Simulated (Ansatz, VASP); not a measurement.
# Two plane-wave programs on MgO

```
Mg O
1.0
     3.48408    0.00000    0.00000
    -1.74204    3.01730    0.00000
     0.00000    0.00000    4.18532
Mg O
2 2
Direct
  0.66667 0.33333 0.75000
  0.33333 0.66667 0.25000
  0.66667 0.33333 0.25000
  0.33333 0.66667 0.75000
```

Alike in both runs: task single point; functional PBE; k mesh 6 × 6 × 4; no spin polarisation.

|  | VASP | Ansatz |
| --- | --- | --- |
| version | VASP 6.6.1 | Ansatz 0.2.0 |
| potentials or method | VASP PAW PBE potentials, release 64 (Mg, O) | plane waves |
| plane-wave cutoff (eV) | 600 | 420 |
| occupations | methfessel-paxton of order 1, width 0.2 eV | cold, width 0.2 eV |
| valence electrons in the cell | 16 | 32 |

```tsv
	VASP	Ansatz	Ansatz less VASP
gap on the k mesh at the Fermi level (eV)	3.44	3.45	+0.015
pressure (GPa)	3.8	4.5	+0.70
traceless stress, the component that is largest in VASP (GPa)	0.32	0.42	+0.102
```

VASP's potentials hold 16 valence electrons a cell and Ansatz's 32, so a difference there can come from the potentials and not from the codes.
